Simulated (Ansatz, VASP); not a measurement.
# Two plane-wave programs on ScSiS4

```
Sc Si S
1.0
     4.58873    0.00000    0.00000
    -2.29437    3.97396    0.00000
     0.00000    0.00000    9.86135
Sc Si S
1 1 4
Direct
  0.00000 0.00000 0.50000
  0.00000 0.00000 0.00000
  0.33333 0.66667 0.50000
  0.66667 0.33333 0.50000
  0.00000 0.00000 0.19701
  0.00000 0.00000 0.80299
```

Alike in both runs: task single point; functional PBE; k mesh 6 × 6 × 2; occupations gaussian, width 0.1 eV; collinear spin.

|  | VASP | Ansatz |
| --- | --- | --- |
| version | VASP 6.6.1 | Ansatz 0.2.0 |
| potentials or method | VASP PAW PBE potentials, release 64 (Sc_sv, Si, S), cutoff 520 eV | scalar-relativistic, plane waves, PAW |
| valence electrons in the cell | 39 | 39 |

|  | VASP | Ansatz | Ansatz less VASP |
| --- | --- | --- | --- |
| gap on the k mesh at the Fermi level (eV) | none | none | - |
| pressure (GPa) | -0.1 | 0.0 | +0.07 |
| traceless stress, the component that is largest in VASP (GPa) | -0.17 | 0.05 | +0.220 |
| rms of the force components (eV/Å) | 0.023 | 0.006 | -0.0167 |
| net moment per atom (μB) | 0.00 | 0.00 | 0.000 |

Atom by atom the forces differ by 0.029 eV/Å (rms over components). A gap of «none» marks a metal or a gap that the smearing closes. Ansatz's warnings: seeded moment not kept.
